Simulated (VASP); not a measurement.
Set up this calculation in VASP 6.6.1, as the native input.

* Task: relaxation of cell and atoms
* Functional: PBE
* Potentials or basis: VASP PAW PBE potentials, release 64 (Ti_sv, B)
* Cutoff: 600 eV
* k mesh: 6 × 6 × 6
* Occupations: gaussian, width 0.1 eV
* Spin: no spin polarisation
* Dipole correction: no
* Further INCAR settings: ALGO = Fast; EDIFF = 1e-07; IBRION = 2; EDIFFG = -0.04; NSW = 90; ISIF = 3

The structure of Ti2B lies in POSCAR:

```
Ti2B
1.0
    5.5670310972      0.0000000000      0.0000000000
   -2.7835155486      4.8211903538      0.0000000000
    0.0000000000      0.0000000000      3.1615014978
Ti B
4 2
Direct
    0.5000000000      0.0000000000      0.0000000000
    0.0000000000      0.5000000000      0.0000000000
    0.5000000000      0.5000000000      0.0000000000
    0.0000000000      0.0000000000      0.5000000000
    0.3333333333      0.6666666667      0.5000000000
    0.6666666667      0.3333333333      0.5000000000
```

The cell was built from a structure type or drawn by symmetry, and may not be a known phase.

One way to write it, as run:

INCAR

```
SYSTEM = Ti2B
ALGO = Fast
EDIFF = 1E-7
EDIFFG = -0.04
ENCUT = 600
GGA = PE
IBRION = 2
ISIF = 3
ISMEAR = 0
LASPH = .TRUE.
LCHARG = .FALSE.
LREAL = .FALSE.
LWAVE = .FALSE.
NELM = 60
NSW = 90
PREC = Accurate
SIGMA = 0.1
```

KPOINTS

```
k-points
0
G
  6 6 6
  0 0 0
```

Potentials or basis: VASP PAW PBE potentials, release 64 (Ti_sv, B).

Launch:

```console
$ cat potpaw_PBE.64/Ti_sv/POTCAR potpaw_PBE.64/B/POTCAR > POTCAR
$ mpirun -np 1 vasp_std > vasp.out
```

It gave:

```yaml
Relaxed_volume: 14.14 Å³/atom
Relaxed_cell: a = 5.576 Å, b = 5.576 Å, c = 3.152 Å, α = 90.00°, β = 90.00°, γ = 120.00°
Space_group_after_relaxing_to_0.1_Å: P6/mmm (No. 191)
Energy_gained_by_relaxing: 0.2 meV/atom
Ionic_steps: 2
Pressure_after_relaxing: 0.1 GPa
Band_gap_on_the_k_mesh: zero (bands 27 and 28 overlap by 0.42 eV)
```

Wall time 5.2 min on 1 thread of Intel(R) Xeon(R) 6975P-C (Granite Rapids), on a shared host, peak memory 0.29 GiB.
